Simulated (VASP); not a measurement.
# TePb (Fm-3m) in VASP: single point with revPBE

Aim: the single point of TePb with revPBE.

Everything below comes from runs of VASP 6.6.1. Logs are shortened: lines on timing, memory, paths and dates and some standing lists are left out, and cuts for length are marked.

### Step 1. The cell of the first run

Symmetry: Fm-3m, No. 225, cubic system. The conventional cell has a = 6.462 Å, b = 6.462 Å, c = 6.462 Å, α = 90.00°, β = 90.00°, γ = 90.00°. Te (site symmetry m-3m) has 6 Pb at 3.23 Å within 4.3 Å. Pb (site symmetry m-3m) has 6 Te at 3.23 Å within 4.3 Å.

### Step 2. Single point, revPBE

Contents of INCAR:

```
SYSTEM = TePb
ALGO = Normal
EDIFF = 1E-6
ENCUT = 500
GGA = RE
GGA_COMPAT = .False.
ISIF = 2
ISMEAR = 0
LASPH = .True.
LCHARG = .True.
LELF = .True.
LREAL = .False.
LVHAR = .True.
LWAVE = .False.
NBANDS = 17
NELM = 120
PREC = Accurate
SIGMA = 0.01
```

Contents of KPOINTS:

```
k-points
0
Gamma
  7 7 7
  0 0 0
```

Contents of POSCAR:

```
TePb
1.0
    0.0000000000      3.2310000000      3.2310000000
    3.2310000000      0.0000000000      3.2310000000
    3.2310000000      3.2310000000      0.0000000000
Te Pb
1 1
Direct
    0.5000000000      0.5000000000      0.5000000000
    0.0000000000      0.0000000000      0.0000000000
```

Potentials or basis: VASP PAW PBE potentials, release 64 (Te, Pb_d).

Started as:

```console
$ cat potpaw_PBE.64/Te/POTCAR potpaw_PBE.64/Pb_d/POTCAR > POTCAR
$ mpirun -np 1 vasp_std > vasp.out
```

OUTCAR:

```text
SYSTEM = TePb
   EDIFF = 1E-6
   ENCUT = 500
   GGA = RE
   ISIF = 2
   ISMEAR = 0
   LASPH = .True.
   LREAL = .False.
   NELM = 120
   PREC = Accurate

 ion  position               nearest neighbor table
   1  0.500  0.500  0.500-   2 3.23   2 3.23   2 3.23   2 3.23   2 3.23   2 3.23
   2  0.000  0.000  0.000-   1 3.23   1 3.23   1 3.23   1 3.23   1 3.23   1 3.23

  LATTYP: Found a face centered cubic cell.
 ALAT       =     6.4620000000

  Lattice vectors:

 A1 = (   0.0000000000,   3.2310000000,   3.2310000000)
 A2 = (   3.2310000000,   0.0000000000,   3.2310000000)
 A3 = (   3.2310000000,   3.2310000000,   0.0000000000)

Analysis of symmetry for initial positions (statically):
=====================================================================
 Subroutine PRICEL returns:
 Original cell was already a primitive cell.

 Routine SETGRP: Setting up the symmetry group for a
 face centered cubic supercell.

 Subroutine GETGRP returns: Found 48 space group operations
 (whereof 48 operations were pure point group operations)
 out of a pool of 48 trial point group operations.

The static configuration has the point symmetry O_h .

Analysis of symmetry for dynamics (positions and initial velocities):
=====================================================================
 Subroutine PRICEL returns:
 Original cell was already a primitive cell.

 Routine SETGRP: Setting up the symmetry group for a
 face centered cubic supercell.

 Subroutine GETGRP returns: Found 48 space group operations
 (whereof 48 operations were pure point group operations)
 out of a pool of 48 trial point group operations.

The dynamic configuration has the point symmetry O_h .

 Subroutine INISYM returns: Found 48 space group operations
 (whereof 48 operations are pure point group operations),
 and found     1 'primitive' translations

----------------------------------------------------------------------------------------

                                     Primitive cell

  volume of cell :      67.4592

  direct lattice vectors                    reciprocal lattice vectors
     0.000000000  3.231000000  3.231000000    -0.154750851  0.154750851  0.154750851
     3.231000000  0.000000000  3.231000000     0.154750851 -0.154750851  0.154750851
     3.231000000  3.231000000  0.000000000     0.154750851  0.154750851 -0.154750851

  length of vectors
     4.569324020  4.569324020  4.569324020     0.268036337  0.268036337  0.268036337

  position of ions in fractional coordinates (direct lattice)
     0.500000000  0.500000000  0.500000000
     0.000000000  0.000000000  0.000000000

  ion indices of the primitive-cell ions
   primitive index   ion index
                 1           1
                 2           2

----------------------------------------------------------------------------------------

 KPOINTS: k-points

Automatic generation of k-mesh.
 Grid dimensions read from file:
 generate k-points for:    7    7    7

 Generating k-lattice:

  Cartesian coordinates                     Fractional coordinates (reciprocal lattice)
    -0.022107264  0.022107264  0.022107264     0.142857143  0.000000000  0.000000000
     0.022107264 -0.022107264  0.022107264     0.000000000  0.142857143  0.000000000
     0.022107264  0.022107264 -0.022107264     0.000000000  0.000000000  0.142857143

  Length of vectors
     0.038290905  0.038290905  0.038290905

  Shift w.r.t. Gamma in fractional coordinates (k-lattice)
     0.000000000  0.000000000  0.000000000

 Subroutine IBZKPT returns following result:
 ===========================================

 Found     20 irreducible k-points:

 Following reciprocal coordinates:
            Coordinates               Weight
  0.000000  0.000000  0.000000      1.000000
  0.142857  0.000000  0.000000      8.000000
  0.285714  0.000000  0.000000      8.000000
  0.428571  0.000000  0.000000      8.000000
  0.142857  0.142857  0.000000      6.000000
  0.285714  0.142857  0.000000     24.000000
[... 12 lines left out ...]
 -0.428571  0.428571  0.142857     24.000000
 -0.285714  0.428571  0.142857     24.000000
   k-points           NKPTS =     20   k-points in BZ     NKDIM =     20   number of bands    NBANDS=     17
   number of dos      NEDOS =    301   number of ions     NIONS =      2
   total plane-waves  NPLWV =  46656
   dimension x,y,z NGX =    36 NGY =   36 NGZ =   36
   dimension x,y,z NGXF=    72 NGYF=   72 NGZF=   72
   ions per type =               1   1
   NGX,Y,Z   is equivalent  to a cutoff of  13.10, 13.10, 13.10 a.u.
   NGXF,Y,Z  is equivalent  to a cutoff of  26.20, 26.20, 26.20 a.u.
 SYSTEM =  TePb
   PREC   = accura    normal or accurate (medium, high low for compatibility)
   ISTART =      0    job   : 0-new  1-cont  2-samecut
   ICHARG =      2    charge: 1-file 2-atom 10-const
   ISPIN  =      1    spin polarized calculation?
   LNONCOLLINEAR =      F non collinear calculations
   LSORBIT =      F    spin-orbit coupling
   LASPH  =      T    aspherical Exc in radial PAW
   ENCUT  =  500.0 eV  36.75 Ry    6.06 a.u.   8.33  8.33  8.33*2*pi/ulx,y,z
   NELM   =    120;   NELMIN=  2; NELMDL= -5     # of ELM steps
   EDIFF  = 0.1E-05   stopping-criterion for ELM
   LREAL  =      F    real-space projection
   EDIFFG = 0.1E-04   stopping-criterion for IOM
   NSW    =      0    number of steps for IOM
   IBRION =     -1    ionic relax: 0-MD 1-quasi-New 2-CG
   NFREE  =      0    steps in history (QN), initial steepest desc. (CG)
   ISIF   =      2    stress and relaxation
   ISYM   =      2    0-nonsym 1-usesym 2-fastsym
   POTIM  = 0.5000    time-step for ionic-motion
   TEBEG  =    0.0;   TEEND  =   0.0 temperature during run
   PSTRESS=    0.0 pullay stress
   NELECT =      20.0000    total number of electrons
   NUPDOWN=      -1.0000    fix difference up-down
   EMIN   =  10.00;   EMAX   =-10.00  energy-range for DOS
   EFERMI =   0.00;   METHOD = LEGACY
   ISMEAR =     0;   SIGMA  =   0.01  broadening in eV -4-tet -1-fermi 0-gaus
   EFERMI_NEDOS =   21; number of points for ismear=-14 and -15
   IALGO  =     38    algorithm
   IMIX   =      4    mixing-type and parameters
     AMIX     =   0.40;   BMIX     =  1.00
     AMIX_MAG =   1.60;   BMIX_MAG =  1.00
  volume/ion in A,a.u.               =      33.73       227.62
  Fermi-wavevector in a.u.,A,eV,Ry     =   1.091619  2.062861 16.213147  1.191633
  Thomas-Fermi vector in A             =   2.227868
   LORBIT       =      0    0 simple, 1 ext, 2 COOP (PROOUT), +10 PAW based schemes
   GGA     = RE    functional components
   LHFCALC =     F    Hartree Fock is set to
   AEXX    =    0.0000 exact exchange contribution
   IVDW    =     0    specifies the selected vdW correction
   LEPSILON=     F    determine dielectric tensor
   LRPA    =     F    only Hartree local field effects (RPA)
 non-spin polarized calculation
 Gauss-broadening in eV      SIGMA  =   0.01
  energy-cutoff  :      500.00
  volume of cell :       67.46
 maximum number of plane-waves:      1735
 NGX is ok and might be reduce to    36
   NGX = 17   NGY = 17   NGZ = 17

 number of electron      20.0000003 magnetization

 Free energy of the ion-electron system (eV)
  ---------------------------------------------------
  ext. energy  EPLUGINS =         0.00000000
  ---------------------------------------------------
  free energy    TOTEN  =        -6.87886327 eV

  energy without entropy =       -6.87886327  energy(sigma->0) =       -6.87886327

 E-fermi :   5.6683     XC(G=0):  -9.2085

 val. band max:        5.6122792289   @ k =   0.4286   0.0000   0.0000
 cond. band min:       6.6623115005   @ k =   0.4286   0.0000   0.0000
 fundamental gap:      1.0500322715
 Fermi energy:         5.6682739613

 k-point     1 :       0.0000    0.0000    0.0000
  band No.  band energies     occupation
      1     -11.0600      2.00000
      2     -11.0600      2.00000
      3     -11.0534      2.00000
      4     -11.0534      2.00000
      5     -11.0534      2.00000
      6      -6.2959      2.00000
[... 9 lines left out ...]
     16      11.5193      0.00000
     17      13.1539      0.00000

 k-point     2 :       0.1429    0.0000    0.0000
  band No.  band energies     occupation
      1     -11.0625      2.00000
      2     -11.0625      2.00000
      3     -11.0530      2.00000
      4     -11.0506      2.00000
      5     -11.0506      2.00000
      6      -6.1216      2.00000
[... 9 lines left out ...]
     16      11.8970      0.00000
     17      14.4306      0.00000

 k-point     3 :       0.2857    0.0000    0.0000
  band No.  band energies     occupation
      1     -11.0690      2.00000
      2     -11.0690      2.00000
      3     -11.0519      2.00000
      4     -11.0431      2.00000
      5     -11.0431      2.00000
      6      -5.6289      2.00000
[... 9 lines left out ...]
     16      12.9167      0.00000
     17      16.5557      0.00000

 k-point     4 :       0.4286    0.0000    0.0000
  band No.  band energies     occupation
      1     -11.0743      2.00000
      2     -11.0743      2.00000
      3     -11.0512      2.00000
      4     -11.0369      2.00000
      5     -11.0369      2.00000
      6      -5.0022      2.00000
[... 9 lines left out ...]
     16      14.4176      0.00000
     17      15.7657      0.00000

 k-point     5 :       0.1429    0.1429    0.0000
  band No.  band energies     occupation
      1     -11.0683      2.00000
      2     -11.0580      2.00000
      3     -11.0553      2.00000
      4     -11.0489      2.00000
      5     -11.0489      2.00000
      6      -6.0639      2.00000
[... 9 lines left out ...]
     16      12.5388      0.00000
     17      13.7398      0.00000

 k-point     6 :       0.2857    0.1429    0.0000
  band No.  band energies     occupation
      1     -11.0770      2.00000
      2     -11.0604      2.00000
      3     -11.0550      2.00000
      4     -11.0442      2.00000
      5     -11.0419      2.00000
      6      -5.6790      2.00000
[... 9 lines left out ...]
     16      13.5811      0.00000
     17      15.1307      0.00000

 k-point     7 :       0.4286    0.1429    0.0000
  band No.  band energies     occupation
      1     -11.0826      2.00000
      2     -11.0669      2.00000
      3     -11.0515      2.00000
      4     -11.0403      2.00000
      5     -11.0357      2.00000
      6      -5.0809      2.00000
[... 9 lines left out ...]
     16      14.9739      0.00000
     17      15.7115      0.00000

 k-point     8 :      -0.4286    0.1429    0.0000
  band No.  band energies     occupation
      1     -11.0810      2.00000
      2     -11.0718      2.00000
      3     -11.0489      2.00000
      4     -11.0387      2.00000
      5     -11.0359      2.00000
      6      -4.7867      2.00000
[... 9 lines left out ...]
     16      14.2930      0.00000
     17      16.2231      0.00000
[... 123 lines left out ...]
      1     -11.1172      2.00000
      2     -11.0627      2.00000
      3     -11.0495      2.00000
      4     -11.0292      2.00000
      5     -11.0292      2.00000
      6      -4.7370      2.00000
[... 9 lines left out ...]
     16      15.7938      0.00000
     17      16.9913      0.00000

 k-point    16 :      -0.4286    0.4286    0.0000
  band No.  band energies     occupation
      1     -11.1155      2.00000
      2     -11.0599      2.00000
      3     -11.0526      2.00000
      4     -11.0303      2.00000
      5     -11.0291      2.00000
      6      -4.5682      2.00000
[... 9 lines left out ...]
     16      15.7580      0.00000
     17      16.6416      0.00000

 k-point    17 :       0.4286    0.2857    0.1429
  band No.  band energies     occupation
      1     -11.0866      2.00000
      2     -11.0617      2.00000
      3     -11.0542      2.00000
      4     -11.0385      2.00000
      5     -11.0385      2.00000
      6      -5.2383      2.00000
[... 9 lines left out ...]
     16      14.6447      0.00000
     17      15.4306      0.00000

 k-point    18 :      -0.4286    0.2857    0.1429
  band No.  band energies     occupation
      1     -11.0913      2.00000
      2     -11.0658      2.00000
      3     -11.0489      2.00000
      4     -11.0410      2.00000
      5     -11.0335      2.00000
      6      -4.7274      2.00000
[... 9 lines left out ...]
     16      15.1136      0.00000
     17      16.1223      0.00000

 k-point    19 :      -0.4286    0.4286    0.1429
  band No.  band energies     occupation
      1     -11.1077      2.00000
      2     -11.0566      2.00000
      3     -11.0565      2.00000
      4     -11.0352      2.00000
      5     -11.0293      2.00000
      6      -4.6248      2.00000
[... 9 lines left out ...]
     16      15.8887      0.00000
     17      16.6586      0.00000

 k-point    20 :      -0.2857    0.4286    0.1429
  band No.  band energies     occupation
      1     -11.1016      2.00000
      2     -11.0620      2.00000
      3     -11.0490      2.00000
      4     -11.0421      2.00000
      5     -11.0294      2.00000
      6      -4.4944      2.00000
[... 9 lines left out ...]
     16      16.0283      0.00000
     17      16.4914      0.00000

------------------------ aborting loop because EDIFF is reached ----------------------------------------

  FORCE on cell =-STRESS in cart. coord.  units (eV):
  Direction    XX          YY          ZZ          XY          YZ          ZX
  --------------------------------------------------------------------------------------
  -------------------------------------------------------------------------------------
  Total        1.3247063      1.3247063      1.3247063     -0.0000000     -0.0000000      0.0000000
  in kB       31.4622174     31.4622174     31.4622174     -0.0000000     -0.0000000      0.0000000
  external PRESSURE =      31.4622174 kB  Pullay stress =       0.0000000 kB

 VOLUME and BASIS-vectors are now :
 -----------------------------------------------------------------------------
  energy-cutoff  :      500.00
  volume of cell :       67.46
      direct lattice vectors                 reciprocal lattice vectors
     0.000000000  3.231000000  3.231000000    -0.154750851  0.154750851  0.154750851
     3.231000000  0.000000000  3.231000000     0.154750851 -0.154750851  0.154750851
     3.231000000  3.231000000  0.000000000     0.154750851  0.154750851 -0.154750851

 POSITION                                       TOTAL-FORCE (eV/Angst)
 -----------------------------------------------------------------------------------
      3.23100      3.23100      3.23100         0.000000      0.000000     -0.000000
      0.00000      0.00000      0.00000        -0.000000     -0.000000      0.000000
 -----------------------------------------------------------------------------------
    total drift:                               -0.000000      0.000000      0.000000

  FREE ENERGIE OF THE ION-ELECTRON SYSTEM (eV)
  ---------------------------------------------------
  free  energy   TOTEN  =        -6.8788632700 eV

  energy  without entropy=       -6.8788632700  energy(sigma->0) =       -6.87886327
```

It took 15 s on 1 thread of Intel Xeon Platinum 8559C (Emerald Rapids), shared host; peak memory 0.2 GiB.

What came out:

```
Free energy : -6.8789 eV
Pressure    : 3.1 GPa
```

Levels at points of the mesh, in eV from the Fermi level:
```
           k point  band 8  band 9  band 10  band 11  band 12  band 13
(0.00, 0.00, 0.00)   -1.31   -1.31    -1.31     4.15     4.15     4.15
```

Caveat: this odd mesh misses L, where the gap lies, so gap, dielectric constants and Born charges aren't listed; the PAW data sets were made with another functional, which shifts forces and pressure a little; spin-orbit coupling is left out, which moves the levels of the heavy elements.
